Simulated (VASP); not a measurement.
# Nb (Fd-3m) in VASP: a series of runs

The runs below take Nb through single point, with PBE.

All numbers are computed with VASP 6.6.1; they aren't measurements. Logs are shortened: lines on timing, memory, paths and dates and some standing lists are left out, and cuts for length are marked.

## (1) The cell of the first run

It takes space group Fd-3m (No. 227, cubic). Conventional cell: a = 5.908 Å, b = 5.908 Å, c = 5.908 Å, α = 90.00°, β = 90.00°, γ = 90.00°. Within 3.4 Å of Nb (site symmetry -43m) lie 4 Nb at 2.56 Å.

This isn't the form of Nb at room conditions, which is bcc.

## (2) Single point, PBE, collinear spin

Contents of INCAR:

```
PREC = Accurate ; ENCUT = 520
EDIFF = 1E-7 ; ISMEAR = -1
SIGMA = 0.05 ; LREAL = F
LASPH = T ; NELM = 150
ALGO = Normal ; ISIF = 2
LWAVE = F ; LCHARG = F
ISPIN = 2 ; MAGMOM = 1 1
LORBIT = 11 ; LMAXMIX = 4
GGA = PE ; NBANDS = 24
```

Contents of KPOINTS:

```
regular mesh
0
Gamma
  9 9 9
```

Contents of POSCAR:

```
Nb
1.0
    0.0000000000      2.9541141105      2.9541141105
    2.9541141105      0.0000000000      2.9541141105
    2.9541141105      2.9541141105      0.0000000000
Nb
2
Direct
    0.1250000000      0.1250000000      0.1250000000
    0.8750000000      0.8750000000      0.8750000000
```

Potentials or basis: VASP PAW PBE potentials, release 64 (Nb_sv).

Started as:

```bash
> cat potpaw_PBE.64/Nb_sv/POTCAR > POTCAR
> mpirun -np 1 vasp_std > vasp.out
```

OUTCAR:

```text
PREC = Accurate
   ENCUT = 520
   EDIFF = 1E-7
   ISMEAR = -1
   LREAL = F
   LASPH = T
   NELM = 150
   ISIF = 2
   ISPIN = 2
   LORBIT = 11
   GGA = PE

 ion  position               nearest neighbor table
   1  0.125  0.125  0.125-   2 2.56   2 2.56   2 2.56   2 2.56
   2  0.875  0.875  0.875-   1 2.56   1 2.56   1 2.56   1 2.56

  LATTYP: Found a face centered cubic cell.
 ALAT       =     5.9082282210

  Lattice vectors:

 A1 = (   0.0000000000,   2.9541141105,   2.9541141105)
 A2 = (   2.9541141105,   0.0000000000,   2.9541141105)
 A3 = (   2.9541141105,   2.9541141105,   0.0000000000)

Analysis of symmetry for initial positions (statically):
=====================================================================
 Subroutine PRICEL returns:
 Original cell was already a primitive cell.

 Routine SETGRP: Setting up the symmetry group for a
 face centered cubic supercell.

 Subroutine GETGRP returns: Found 48 space group operations
 (whereof 12 operations were pure point group operations)
 out of a pool of 48 trial point group operations.

The static configuration has the point symmetry D_3d.
 The point group associated with its full space group is O_h .

Analysis of symmetry for dynamics (positions and initial velocities):
=====================================================================
 Subroutine PRICEL returns:
 Original cell was already a primitive cell.

 Routine SETGRP: Setting up the symmetry group for a
 face centered cubic supercell.

 Subroutine GETGRP returns: Found 48 space group operations
 (whereof 12 operations were pure point group operations)
 out of a pool of 48 trial point group operations.

The dynamic configuration has the point symmetry D_3d.
 The point group associated with its full space group is O_h .

Analysis of structural, dynamic, and magnetic symmetry:
=====================================================================
 Subroutine PRICEL returns:
 Original cell was already a primitive cell.

 Routine SETGRP: Setting up the symmetry group for a
 face centered cubic supercell.

 Subroutine GETGRP returns: Found 48 space group operations
 (whereof 12 operations were pure point group operations)
 out of a pool of 48 trial point group operations.

The overall configuration has the point symmetry D_3d.
 The point group associated with its full space group is O_h .

 Subroutine INISYM returns: Found 48 space group operations
 (whereof 12 operations are pure point group operations),
 and found     1 'primitive' translations

[... 116 lines left out ...]
  Fermi-wavevector in a.u.,A,eV,Ry     =   1.303053  2.462413 23.101966  1.697947
  Thomas-Fermi vector in A             =   2.434080
   LORBIT       =     11    0 simple, 1 ext, 2 COOP (PROOUT), +10 PAW based schemes
   GGA     = PE    functional components
   LHFCALC =     F    Hartree Fock is set to
   AEXX    =    0.0000 exact exchange contribution
   IVDW    =     0    specifies the selected vdW correction
   LEPSILON=     F    determine dielectric tensor
   LRPA    =     F    only Hartree local field effects (RPA)
 spin polarized calculation
  energy-cutoff  :      520.00
  volume of cell :       51.56
 maximum number of plane-waves:      1411
   NGX = 15   NGY = 15   NGZ = 15

 number of electron      26.0000002 magnetization       0.0062810

 number of electron      26.0000002 magnetization      -0.0002388

 Free energy of the ion-electron system (eV)
  ---------------------------------------------------
  ext. energy  EPLUGINS =         0.00000000
  ---------------------------------------------------
  free energy    TOTEN  =       -15.36789868 eV

  energy without entropy =      -15.33818317  energy(sigma->0) =      -15.35304093

 E-fermi :   6.7147     XC(G=0): -10.3248

 val. band max:        6.7141860610   @ k =  -0.4444   0.2222   0.0000
 cond. band min:       6.7235144377   @ k =  -0.3333   0.1111   0.0000
 fundamental gap:      0.0093283766
 Fermi energy:         6.7146654242

 spin component 1

 k-point     1 :       0.0000    0.0000    0.0000
  band No.  band energies     occupation
      1     -47.7953      1.00000
      2     -47.1120      1.00000
      3     -24.1900      1.00000
      4     -24.1900      1.00000
      5     -24.1900      1.00000
      6     -23.0716      1.00000
[... 637 lines left out ...]
     23      17.5357      0.00000
     24      18.4110      0.00000

 [... further k-points ...]

 spin component 2

 k-point     1 :       0.0000    0.0000    0.0000
  band No.  band energies     occupation
      1     -47.7953      1.00000
      2     -47.1121      1.00000
      3     -24.1900      1.00000
      4     -24.1900      1.00000
      5     -24.1900      1.00000
      6     -23.0717      1.00000
[... 637 lines left out ...]
     23      17.5357      0.00000
     24      18.4110      0.00000

 [... further k-points ...]

------------------------ aborting loop because EDIFF is reached ----------------------------------------

  FORCE on cell =-STRESS in cart. coord.  units (eV):
  Direction    XX          YY          ZZ          XY          YZ          ZX
  --------------------------------------------------------------------------------------
  -------------------------------------------------------------------------------------
  Total       -0.0150876     -0.0150876     -0.0150876     -0.0000000      0.0000000     -0.0000000
  in kB       -0.4688329     -0.4688329     -0.4688329     -0.0000000      0.0000000     -0.0000000
  external PRESSURE =      -0.4688329 kB  Pullay stress =       0.0000000 kB

 VOLUME and BASIS-vectors are now :
 -----------------------------------------------------------------------------
  energy-cutoff  :      520.00
  volume of cell :       51.56
      direct lattice vectors                 reciprocal lattice vectors
     0.000000000  2.954114110  2.954114110    -0.169255479  0.169255479  0.169255479
     2.954114110  0.000000000  2.954114110     0.169255479 -0.169255479  0.169255479
     2.954114110  2.954114110  0.000000000     0.169255479  0.169255479 -0.169255479

 POSITION                                       TOTAL-FORCE (eV/Angst)
 -----------------------------------------------------------------------------------
      0.73853      0.73853      0.73853         0.000000     -0.000000     -0.000000
      5.16970      5.16970      5.16970        -0.000000      0.000000      0.000000
 -----------------------------------------------------------------------------------
    total drift:                                0.000000      0.000000     -0.000000

  FREE ENERGIE OF THE ION-ELECTRON SYSTEM (eV)
  ---------------------------------------------------
  free  energy   TOTEN  =       -15.3678986813 eV

  energy  without entropy=      -15.3381831724  energy(sigma->0) =      -15.35304093

 total charge

# of ion       s       p       d       tot
------------------------------------------
    1        2.251   5.902   2.814  10.967
    2        2.251   5.902   2.814  10.967
--------------------------------------------------
tot          4.502  11.803   5.628  21.933

 magnetization (x)

# of ion       s       p       d       tot
------------------------------------------
    1       -0.000  -0.000  -0.000  -0.000
    2       -0.000  -0.000  -0.000  -0.000
--------------------------------------------------
tot         -0.000  -0.000  -0.000  -0.000
```

OSZICAR:

```text
N       E                     dE             d eps       ncg     rms          rms(c)
DAV:   1     0.290288939743E+03    0.29029E+03   -0.14103E+04  3368   0.108E+03
DAV:   2     0.709452234661E+01   -0.28319E+03   -0.27063E+03  3872   0.426E+02
DAV:   3    -0.145506036196E+02   -0.21645E+02   -0.20578E+02  6632   0.837E+01
DAV:   4    -0.152323746196E+02   -0.68177E+00   -0.67696E+00  4048   0.142E+01
DAV:   5    -0.152710390439E+02   -0.38664E-01   -0.38614E-01  6016   0.334E+00    0.872E+00
DAV:   6    -0.152831875660E+02   -0.12149E-01   -0.59425E-01  5016   0.568E+00    0.360E+00
DAV:   7    -0.153393679773E+02   -0.56180E-01   -0.19798E-01  5112   0.304E+00    0.224E+00
DAV:   8    -0.153590623959E+02   -0.19694E-01   -0.23643E-02  5208   0.113E+00    0.103E+00
DAV:   9    -0.153661429922E+02   -0.70806E-02   -0.92995E-03  4776   0.692E-01    0.447E-01
DAV:  10    -0.153678483842E+02   -0.17054E-02   -0.40049E-03  4160   0.458E-01    0.124E-01
DAV:  11    -0.153678707852E+02   -0.22401E-04   -0.36623E-04  4952   0.150E-01    0.515E-02
DAV:  12    -0.153678996134E+02   -0.28828E-04   -0.69442E-05  4104   0.772E-02    0.154E-02
DAV:  13    -0.153678984627E+02    0.11508E-05   -0.53892E-06  4848   0.212E-02    0.480E-03
DAV:  14    -0.153678986950E+02   -0.23229E-06   -0.63496E-07  4888   0.565E-03    0.171E-03
DAV:  15    -0.153678986813E+02    0.13657E-07   -0.10299E-07  3024   0.260E-03
   1 F= -.15367899E+02 E0= -.15353041E+02  d E =-.297155E-01  mag=     0.0000
```

Wall time 70 s (1 thread of Intel Xeon Platinum 8259CL at 2.50GHz (Skylake/Cascade Lake), shared host); peak memory 0.23 GiB.

Results:

```yaml
Free_energy: -15.3679 eV
Pressure: 0.0 GPa
Band_gap_on_the_k_mesh: zero (filled and empty bands overlap)
Net_moment: 0.00 μB per cell
Valence_electrons_inside_the_program's_atomic_spheres: Nb 10.97
```

## (3) Single point, PBE, collinear spin (22.69 Å³/atom)

This run uses another cell than the first one, of 22.69 Å³/atom.

Contents of INCAR:

```
  PREC = Accurate
  ENCUT = 520
  EDIFF = 1E-6
  ISMEAR = -1
  SIGMA = 0.05
  LREAL = F
  LASPH = T
  NELM = 150
  ALGO = Normal
  ISIF = 2
  LWAVE = F
  LCHARG = T
  ISPIN = 2
  MAGMOM = 1 1
  LORBIT = 11
  LMAXMIX = 4
  GGA = PE
  LELF = T
  LVHAR = T
  NBANDS = 24
```

Contents of KPOINTS:

```
Automatic mesh
0
Gamma
  10 10 10
```

Contents of POSCAR:

```
Nb
1.0
    0.0000000000      2.8308802018      2.8308802018
    2.8308802018      0.0000000000      2.8308802018
    2.8308802018      2.8308802018      0.0000000000
Nb
2
Direct
    0.1250000000      0.1250000000      0.1250000000
    0.8750000000      0.8750000000      0.8750000000
```

Potentials or basis: VASP PAW PBE potentials, release 64 (Nb_sv).

Started as:

```bash
> cat potpaw_PBE.64/Nb_sv/POTCAR > POTCAR
> mpirun -np 1 vasp_std > vasp.out
```

OUTCAR:

```text
PREC = Accurate
   ENCUT = 520
   EDIFF = 1E-6
   ISMEAR = -1
   LREAL = F
   LASPH = T
   NELM = 150
   ISIF = 2
   ISPIN = 2
   LORBIT = 11
   GGA = PE

 ion  position               nearest neighbor table
   1  0.125  0.125  0.125-   2 2.45   2 2.45   2 2.45   2 2.45
   2  0.875  0.875  0.875-   1 2.45   1 2.45   1 2.45   1 2.45

  LATTYP: Found a face centered cubic cell.
 ALAT       =     5.6617604036

  Lattice vectors:

 A1 = (   0.0000000000,   2.8308802018,   2.8308802018)
 A2 = (   2.8308802018,   0.0000000000,   2.8308802018)
 A3 = (   2.8308802018,   2.8308802018,   0.0000000000)

Analysis of symmetry for initial positions (statically):
=====================================================================
 Subroutine PRICEL returns:
 Original cell was already a primitive cell.

 Routine SETGRP: Setting up the symmetry group for a
 face centered cubic supercell.

 Subroutine GETGRP returns: Found 48 space group operations
 (whereof 12 operations were pure point group operations)
[... 849 lines left out ...]
      4     -22.9624      1.00000
      5     -22.9624      1.00000
      6     -21.4481      1.00000
[... 637 lines left out ...]
     23      19.5508      0.00000
     24      21.9366      0.00000

 [... further k-points ...]

------------------------ aborting loop because EDIFF is reached ----------------------------------------

  FORCE on cell =-STRESS in cart. coord.  units (eV):
  Direction    XX          YY          ZZ          XY          YZ          ZX
  --------------------------------------------------------------------------------------
  -------------------------------------------------------------------------------------
  Total        3.1679518      3.1679518      3.1679518      0.0000000      0.0000000      0.0000000
  in kB      111.8651180    111.8651180    111.8651180      0.0000000      0.0000000      0.0000000
  external PRESSURE =     111.8651180 kB  Pullay stress =       0.0000000 kB

 VOLUME and BASIS-vectors are now :
 -----------------------------------------------------------------------------
  energy-cutoff  :      520.00
  volume of cell :       45.37
      direct lattice vectors                 reciprocal lattice vectors
     0.000000000  2.830880202  2.830880202    -0.176623511  0.176623511  0.176623511
     2.830880202  0.000000000  2.830880202     0.176623511 -0.176623511  0.176623511
     2.830880202  2.830880202  0.000000000     0.176623511  0.176623511 -0.176623511

 POSITION                                       TOTAL-FORCE (eV/Angst)
 -----------------------------------------------------------------------------------
      0.70772      0.70772      0.70772         0.000000     -0.000000      0.000000
      4.95404      4.95404      4.95404        -0.000000      0.000000     -0.000000
 -----------------------------------------------------------------------------------
    total drift:                               -0.000000      0.000000      0.000000

  FREE ENERGIE OF THE ION-ELECTRON SYSTEM (eV)
  ---------------------------------------------------
  free  energy   TOTEN  =       -15.1674257013 eV

  energy  without entropy=      -15.1408277029  energy(sigma->0) =      -15.15412670

 total charge

# of ion       s       p       d       tot
------------------------------------------
    1        2.255   5.906   2.984  11.145
    2        2.255   5.906   2.984  11.145
--------------------------------------------------
tot          4.509  11.813   5.968  22.290

 magnetization (x)

# of ion       s       p       d       tot
------------------------------------------
    1       -0.000   0.000   0.000   0.000
    2       -0.000   0.000   0.000   0.000
--------------------------------------------------
tot         -0.000   0.000   0.000   0.000
```

Wall time 1.9 min (1 thread of Intel Xeon Platinum 8259CL at 2.50GHz (Skylake/Cascade Lake), shared host); peak memory 0.22 GiB.

What came out:

```
Free energy                                           : -15.1674 eV
Pressure                                              : 11.2 GPa
Band gap on the k mesh                                : zero (filled and empty bands overlap)
Net moment                                            : 0.00 μB per cell
Valence electrons inside the program's atomic spheres : Nb 11.14
```

Caveat: the cell stands under pressure.

[end of part 1 of 2]

The gap in the log of VASP goes by the Fermi energy; the results here count the filled bands.